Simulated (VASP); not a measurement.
Here is a VASP 6.6.1 calculation.

INCAR

```
PREC = Accurate ; ENCUT = 520
EDIFF = 1E-6 ; ISMEAR = 0
SIGMA = 0.01 ; LREAL = False
LASPH = True ; NELM = 60
ALGO = Normal ; ISIF = 2
LWAVE = False ; LCHARG = False
GGA = PE ; NBANDS = 18
```

Contents of KPOINTS:

```
Automatic mesh
0
Gamma
  8 8 8
```

The input POSCAR:

```
HfO2
1.0
    0.0000000000      2.5230585024      2.5230585024
    2.5230585024      0.0000000000      2.5230585024
    2.5230585024      2.5230585024      0.0000000000
Hf O
1 2
Direct
    0.0000000000      0.0000000000      0.0000000000
    0.2500000000      0.2500000000      0.2500000000
    0.7500000000      0.7500000000      0.7500000000
```

Potentials or basis: VASP PAW PBE potentials, release 64 (Hf_pv, O).

Launch:

```sh
$ cat potpaw_PBE.64/Hf_pv/POTCAR potpaw_PBE.64/O/POTCAR > POTCAR
$ mpirun -np 1 vasp_std > vasp.out
```

**Question.** Estimate the band gap on the k mesh.

**Answer.** 3.84 eV, direct.

**Question.** What does it give for the pressure?

**Answer.** 4.1 GPa.

Caveat: spin-orbit coupling is left out, which moves the levels of the heavy elements. A k mesh can miss the band edges.
